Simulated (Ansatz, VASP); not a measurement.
ZrC: VASP beside Ansatz

```
Zr C
1.0
     0.00000    2.35021    2.42072
     2.35021    0.00000    2.42072
     2.35021    2.35021    0.00000
Zr C
1 1
Cartesian
  2.3502 2.3502 2.4207
  0.0000 0.0000 0.0000
```

Change from the starting cell: zz strain of +3 %.

Alike in both runs: task single point; functional PBEsol; k mesh 15 × 15 × 15; occupations fermi-dirac, width 0.05 eV; no spin polarisation.

```csv
,VASP,Ansatz
version,VASP 6.6.1,Ansatz 0.2.0
potentials or method,"VASP PAW PBE potentials, release 64 (Zr_sv, C), cutoff 520 eV","all-electron LAPW, scalar-relativistic"
```

```csv
,VASP,Ansatz,Ansatz less VASP
pressure (GPa),-10.0,-10.2,-0.27
"traceless stress, the component that is largest in VASP (GPa)",-5.89,-5.83,+0.056
```

VASP's potentials were made for PBE, not for PBEsol. Ansatz ran all-electron here, and VASP with PAW potentials.
